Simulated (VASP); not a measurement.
# Rb3Ba (I4/mmm) in VASP: notebook

Rb3Ba is run at these levels: PBE; tasks: single point.

Everything below comes from runs of VASP 6.6.1. Logs are shortened: lines on timing, memory, paths and dates and some standing lists are left out, and cuts for length are marked.

## (1) The cell of the first run

The structure is tetragonal, space group I4/mmm (No. 139). The conventional cell has a = 6.743 Å, b = 6.743 Å, c = 14.743 Å, α = 90.00°, β = 90.00°, γ = 90.00°.

## (2) Single point, PBE

The input, INCAR:

```
SYSTEM = Rb3Ba
PREC = Accurate
ENCUT = 520
EDIFF = 1E-7
ISMEAR = 1
SIGMA = 0.5
LREAL = .FALSE.
LASPH = .TRUE.
NELM = 60
ALGO = Normal
ISIF = 2
LWAVE = .FALSE.
LCHARG = .FALSE.
GGA = PE
NBANDS = 26
```

The input, KPOINTS:

```
regular mesh
0
G
  5 5 5
  0 0 0
```

The input, POSCAR:

```
Rb3Ba
1.0
   -3.3714590000      3.3714590000      7.3713480000
    3.3714590000     -3.3714590000      7.3713480000
    3.3714590000      3.3714590000     -7.3713480000
Rb Ba
3 1
Direct
    0.7500000000      0.2500000000      0.5000000000
    0.2500000000      0.7500000000      0.5000000000
    0.5000000000      0.5000000000      0.0000000000
    0.0000000000      0.0000000000      0.0000000000
```

Potentials or basis: VASP PAW PBE potentials, release 64 (Rb_sv, Ba_sv).

Launch:

```bash
> cat potpaw_PBE.64/Rb_sv/POTCAR potpaw_PBE.64/Ba_sv/POTCAR > POTCAR
> mpirun -np 1 vasp_std > vasp.out
```

OUTCAR:

```text
SYSTEM = Rb3Ba
   PREC = Accurate
   ENCUT = 520
   EDIFF = 1E-7
   ISMEAR = 1
   LREAL = .FALSE.
   LASPH = .TRUE.
   NELM = 60
   ISIF = 2
   GGA = PE

 ion  position               nearest neighbor table
   1  0.750  0.250  0.500-   2 4.77   2 4.77   2 4.77   2 4.77   4 5.00   3 5.00   4 5.00   3 5.00
                             3 5.00   3 5.00   4 5.00   4 5.00
   2  0.250  0.750  0.500-   1 4.77   1 4.77   1 4.77   1 4.77   4 5.00   3 5.00   4 5.00   3 5.00
                             4 5.00   4 5.00   3 5.00   3 5.00
   3  0.500  0.500  0.000-   4 4.77   4 4.77   4 4.77   4 4.77   2 5.00   1 5.00   2 5.00   1 5.00
                             2 5.00   2 5.00   1 5.00   1 5.00
   4  0.000  0.000  0.000-   3 4.77   3 4.77   3 4.77   3 4.77   2 5.00   1 5.00   2 5.00   1 5.00
                             1 5.00   1 5.00   2 5.00   2 5.00

  LATTYP: Found a body centered tetragonal cell.
 ALAT       =     6.7429180000
 C/A-ratio  =     2.1863970465

  Lattice vectors:

 A1 = (  -3.3714590000,   3.3714590000,   7.3713480000)
 A2 = (   3.3714590000,  -3.3714590000,   7.3713480000)
 A3 = (   3.3714590000,   3.3714590000,  -7.3713480000)

Analysis of symmetry for initial positions (statically):
=====================================================================
 Subroutine PRICEL returns:
 Original cell was already a primitive cell.

 Routine SETGRP: Setting up the symmetry group for a
 body centered tetragonal supercell.

 Subroutine GETGRP returns: Found 16 space group operations
 (whereof 16 operations were pure point group operations)
 out of a pool of 16 trial point group operations.

The static configuration has the point symmetry D_4h.

Analysis of symmetry for dynamics (positions and initial velocities):
=====================================================================
 Subroutine PRICEL returns:
 Original cell was already a primitive cell.

 Routine SETGRP: Setting up the symmetry group for a
 body centered tetragonal supercell.

 Subroutine GETGRP returns: Found 16 space group operations
 (whereof 16 operations were pure point group operations)
 out of a pool of 16 trial point group operations.

The dynamic configuration has the point symmetry D_4h.

 Subroutine INISYM returns: Found 16 space group operations
 (whereof 16 operations are pure point group operations),
 and found     1 'primitive' translations

----------------------------------------------------------------------------------------

                                     Primitive cell

  volume of cell :     335.1527

  direct lattice vectors                    reciprocal lattice vectors
    -3.371459000  3.371459000  7.371348000     0.000000000  0.148303746  0.067830199
     3.371459000 -3.371459000  7.371348000     0.148303746  0.000000000  0.067830199
     3.371459000  3.371459000 -7.371348000     0.148303746  0.148303746  0.000000000

  length of vectors
     8.778965937  8.778965937  8.778965937     0.163079542  0.163079542  0.209733169

  position of ions in fractional coordinates (direct lattice)
     0.750000000  0.250000000  0.500000000
     0.250000000  0.750000000  0.500000000
     0.500000000  0.500000000  0.000000000
     0.000000000  0.000000000  0.000000000

  ion indices of the primitive-cell ions
   primitive index   ion index
                 1           1
                 2           2
                 3           3
                 4           4

----------------------------------------------------------------------------------------

 KPOINTS: regular mesh

Automatic generation of k-mesh.
 Grid dimensions read from file:
 generate k-points for:    5    5    5

 Generating k-lattice:

  Cartesian coordinates                     Fractional coordinates (reciprocal lattice)
     0.000000000  0.029660749  0.013566040     0.200000000  0.000000000  0.000000000
     0.029660749  0.000000000  0.013566040     0.000000000  0.200000000  0.000000000
     0.029660749  0.029660749  0.000000000     0.000000000  0.000000000  0.200000000

  Length of vectors
     0.032615908  0.032615908  0.041946634

  Shift w.r.t. Gamma in fractional coordinates (k-lattice)
     0.000000000  0.000000000  0.000000000

 Subroutine IBZKPT returns following result:
 ===========================================

 Found     18 irreducible k-points:

 Following reciprocal coordinates:
            Coordinates               Weight
  0.000000  0.000000  0.000000      1.000000
  0.200000 -0.000000  0.000000      8.000000
  0.400000 -0.000000  0.000000      8.000000
  0.200000  0.200000  0.000000      8.000000
  0.400000  0.200000  0.000000     16.000000
 -0.400000  0.200000 -0.000000     16.000000
[... 10 lines left out ...]
 -0.400000  0.400000  0.400000      4.000000
 -0.400000 -0.400000  0.400000      2.000000
   k-points           NKPTS =     18   k-points in BZ     NKDIM =     18   number of bands    NBANDS=     26
   number of dos      NEDOS =    301   number of ions     NIONS =      4
   total plane-waves  NPLWV = 343000
   dimension x,y,z NGX =    70 NGY =   70 NGZ =   70
   dimension x,y,z NGXF=   140 NGYF=  140 NGZF=  140
   ions per type =               3   1
   NGX,Y,Z   is equivalent  to a cutoff of  13.26, 13.26, 13.26 a.u.
   NGXF,Y,Z  is equivalent  to a cutoff of  26.51, 26.51, 26.51 a.u.
 SYSTEM =  Rb3Ba
   PREC   = accura    normal or accurate (medium, high low for compatibility)
   ISTART =      0    job   : 0-new  1-cont  2-samecut
   ICHARG =      2    charge: 1-file 2-atom 10-const
   ISPIN  =      1    spin polarized calculation?
   LNONCOLLINEAR =      F non collinear calculations
   LSORBIT =      F    spin-orbit coupling
   LASPH  =      T    aspherical Exc in radial PAW
   ENCUT  =  520.0 eV  38.22 Ry    6.18 a.u.  16.32 16.32 16.32*2*pi/ulx,y,z
   NELM   =     60;   NELMIN=  2; NELMDL= -5     # of ELM steps
   EDIFF  = 0.1E-06   stopping-criterion for ELM
   LREAL  =      F    real-space projection
   EDIFFG = 0.1E-05   stopping-criterion for IOM
   NSW    =      0    number of steps for IOM
   IBRION =     -1    ionic relax: 0-MD 1-quasi-New 2-CG
   NFREE  =      0    steps in history (QN), initial steepest desc. (CG)
   ISIF   =      2    stress and relaxation
   ISYM   =      2    0-nonsym 1-usesym 2-fastsym
   POTIM  = 0.5000    time-step for ionic-motion
   TEBEG  =    0.0;   TEEND  =   0.0 temperature during run
   PSTRESS=    0.0 pullay stress
   NELECT =      37.0000    total number of electrons
   NUPDOWN=      -1.0000    fix difference up-down
   EMIN   =  10.00;   EMAX   =-10.00  energy-range for DOS
   EFERMI =   0.00;   METHOD = LEGACY
   ISMEAR =     1;   SIGMA  =   0.50  broadening in eV -4-tet -1-fermi 0-gaus
   EFERMI_NEDOS =   21; number of points for ismear=-14 and -15
   IALGO  =     38    algorithm
   IMIX   =      4    mixing-type and parameters
     AMIX     =   0.40;   BMIX     =  1.00
     AMIX_MAG =   1.60;   BMIX_MAG =  1.00
  volume/ion in A,a.u.               =      83.79       565.43
  Fermi-wavevector in a.u.,A,eV,Ry     =   0.785346  1.484089  8.391648  0.616769
  Thomas-Fermi vector in A             =   1.889664
   LORBIT       =      0    0 simple, 1 ext, 2 COOP (PROOUT), +10 PAW based schemes
   GGA     = PE    functional components
   LHFCALC =     F    Hartree Fock is set to
   AEXX    =    0.0000 exact exchange contribution
   IVDW    =     0    specifies the selected vdW correction
   LEPSILON=     F    determine dielectric tensor
   LRPA    =     F    only Hartree local field effects (RPA)
 non-spin polarized calculation
 Methfessel and Paxton  Order N= 1 SIGMA  =   0.50
  energy-cutoff  :      520.00
  volume of cell :      335.15
 maximum number of plane-waves:      9064
 NGX is ok and might be reduce to    70
   NGX = 33   NGY = 33   NGZ = 33

 number of electron      37.0000000 magnetization

 Free energy of the ion-electron system (eV)
  ---------------------------------------------------
  ext. energy  EPLUGINS =         0.00000000
  ---------------------------------------------------
  free energy    TOTEN  =        -4.17664082 eV

  energy without entropy =       -4.22243629  energy(sigma->0) =       -4.19190598

 E-fermi :   0.3180     XC(G=0):  -5.9078

 val. band max:        0.2993628655   @ k =  -0.4000  -0.4000   0.2000
 cond. band min:       0.3213380877   @ k =  -0.4000  -0.4000   0.4000
 fundamental gap:      0.0219752222
 Fermi energy:         0.3180310075

 k-point     1 :       0.0000    0.0000    0.0000
  band No.  band energies     occupation
      1     -29.7746      2.00000
      2     -28.2908      2.00000
      3     -28.2850      2.00000
      4     -28.2145      2.00000
      5     -14.8962      2.00000
      6     -14.8818      2.00000
[... 18 lines left out ...]
     25       1.9469     -0.00004
     26       1.9469     -0.00004

 k-point     2 :       0.2000   -0.0000    0.0000
  band No.  band energies     occupation
      1     -29.7746      2.00000
      2     -28.2903      2.00000
      3     -28.2856      2.00000
      4     -28.2145      2.00000
      5     -14.8960      2.00000
      6     -14.8824      2.00000
[... 18 lines left out ...]
     25       1.8728     -0.00010
     26       2.0048     -0.00002

 k-point     3 :       0.4000   -0.0000    0.0000
  band No.  band energies     occupation
      1     -29.7746      2.00000
      2     -28.2888      2.00000
      3     -28.2870      2.00000
      4     -28.2145      2.00000
      5     -14.8958      2.00000
      6     -14.8832      2.00000
[... 18 lines left out ...]
     25       2.0787     -0.00001
     26       2.1265     -0.00000

 k-point     4 :       0.2000    0.2000    0.0000
  band No.  band energies     occupation
      1     -29.7746      2.00000
      2     -28.2898      2.00000
      3     -28.2860      2.00000
      4     -28.2145      2.00000
      5     -14.8959      2.00000
      6     -14.8826      2.00000
[... 18 lines left out ...]
     25       1.9337     -0.00005
     26       2.1234     -0.00000

 k-point     5 :       0.4000    0.2000    0.0000
  band No.  band energies     occupation
      1     -29.7746      2.00000
      2     -28.2886      2.00000
      3     -28.2872      2.00000
      4     -28.2145      2.00000
      5     -14.8958      2.00000
      6     -14.8834      2.00000
[... 18 lines left out ...]
     25       1.9020     -0.00007
     26       2.1867     -0.00000

 k-point     6 :      -0.4000    0.2000   -0.0000
  band No.  band energies     occupation
      1     -29.7746      2.00000
      2     -28.2886      2.00000
      3     -28.2872      2.00000
      4     -28.2145      2.00000
      5     -14.8958      2.00000
      6     -14.8834      2.00000
[... 253 lines left out ...]
 k-point    15 :      -0.2000   -0.4000    0.2000
  band No.  band energies     occupation
      1     -29.7746      2.00000
      2     -28.2902      2.00000
      3     -28.2856      2.00000
      4     -28.2145      2.00000
      5     -14.8958      2.00000
      6     -14.8824      2.00000
[... 18 lines left out ...]
     25       2.0110     -0.00002
     26       2.1571     -0.00000

 k-point    16 :      -0.2000   -0.2000    0.2000
  band No.  band energies     occupation
      1     -29.7746      2.00000
      2     -28.2908      2.00000
      3     -28.2850      2.00000
      4     -28.2145      2.00000
      5     -14.8960      2.00000
      6     -14.8819      2.00000
[... 18 lines left out ...]
     25       1.9567     -0.00004
     26       1.9567     -0.00004

 k-point    17 :      -0.4000    0.4000    0.4000
  band No.  band energies     occupation
      1     -29.7746      2.00000
      2     -28.2902      2.00000
      3     -28.2856      2.00000
      4     -28.2146      2.00000
      5     -14.8957      2.00000
      6     -14.8824      2.00000
[... 18 lines left out ...]
     25       2.0181     -0.00002
     26       2.3477     -0.00000

 k-point    18 :      -0.4000   -0.4000    0.4000
  band No.  band energies     occupation
      1     -29.7746      2.00000
      2     -28.2908      2.00000
      3     -28.2850      2.00000
      4     -28.2145      2.00000
      5     -14.8957      2.00000
      6     -14.8819      2.00000
[... 18 lines left out ...]
     25       1.9717     -0.00003
     26       2.0375     -0.00001

------------------------ aborting loop because EDIFF is reached ----------------------------------------

  FORCE on cell =-STRESS in cart. coord.  units (eV):
  Direction    XX          YY          ZZ          XY          YZ          ZX
  --------------------------------------------------------------------------------------
  -------------------------------------------------------------------------------------
  Total       -0.0763138     -0.0763138     -0.1655528      0.0000000     -0.0000000      0.0000000
  in kB       -0.3648137     -0.3648137     -0.7914152      0.0000000     -0.0000000      0.0000000
  external PRESSURE =      -0.5070142 kB  Pullay stress =       0.0000000 kB

 VOLUME and BASIS-vectors are now :
 -----------------------------------------------------------------------------
  energy-cutoff  :      520.00
  volume of cell :      335.15
      direct lattice vectors                 reciprocal lattice vectors
    -3.371459000  3.371459000  7.371348000     0.000000000  0.148303746  0.067830199
     3.371459000 -3.371459000  7.371348000     0.148303746  0.000000000  0.067830199
     3.371459000  3.371459000 -7.371348000     0.148303746  0.148303746  0.000000000

 POSITION                                       TOTAL-FORCE (eV/Angst)
 -----------------------------------------------------------------------------------
     -0.00000      3.37146      3.68567         0.000000     -0.000000     -0.000000
      3.37146     -0.00000      3.68567         0.000000     -0.000000      0.000000
      0.00000      0.00000      7.37135        -0.000000      0.000000      0.000000
      0.00000      0.00000      0.00000        -0.000000      0.000000      0.000000
 -----------------------------------------------------------------------------------
    total drift:                               -0.000000     -0.000000      0.000000

  FREE ENERGIE OF THE ION-ELECTRON SYSTEM (eV)
  ---------------------------------------------------
  free  energy   TOTEN  =        -4.1766408237 eV

  energy  without entropy=       -4.2224362901  energy(sigma->0) =       -4.19190598
```

Run time: 3.6 min. Hardware: 1 thread of Intel Xeon Platinum 8488C (Sapphire Rapids), shared host; peak memory 0.75 GiB.

Results:

```
Free energy            : -4.1766 eV
Pressure               : -0.1 GPa
Band gap on the k mesh : zero (an odd number of electrons rules out a gap without spin polarisation)
```

Caveat: so wide a smearing shifts energies and pressures; spin-orbit coupling is left out, which moves the levels of the heavy elements.

## (3) Single point, PBE

The input, INCAR:

```
  PREC = Accurate
  ENCUT = 520
  EDIFF = 1E-6
  ISMEAR = 1
  SIGMA = 0.3
  LREAL = False
  LASPH = True
  NELM = 60
  ALGO = Normal
  ISIF = 2
  LWAVE = False
  LCHARG = False
  GGA = PE
  NBANDS = 26
```

The input, KPOINTS:

```
Automatic mesh
0
Gamma
  5 5 5
```

POSCAR is that of step 2.

Potentials or basis: VASP PAW PBE potentials, release 64 (Rb_sv, Ba_sv).

Launch:

```bash
> cat potpaw_PBE.64/Rb_sv/POTCAR potpaw_PBE.64/Ba_sv/POTCAR > POTCAR
> mpirun -np 1 vasp_std > vasp.out
```

Wall time 3.1 min (1 thread of Intel Xeon Platinum 8488C (Sapphire Rapids), shared host); peak memory 0.75 GiB.

The run converged. Its results:

```yaml
Free_energy: -4.1831 eV
Pressure: 0.0 GPa
Band_gap_on_the_k_mesh: zero (an odd number of electrons rules out a gap without spin polarisation)
```

Levels at points of the mesh, in eV from the Fermi level:
```csv
k point,band 15,band 16,band 17,band 18,band 19,band 20,band 21,band 22
"(0.00, 0.00, 0.00)",-12.61,-12.60,-2.20,-0.01,0.26,0.80,0.80,0.88
```

Caveat: so wide a smearing shifts energies and pressures; spin-orbit coupling is left out, which moves the levels of the heavy elements.

(Part 1 of 2 ends here.)
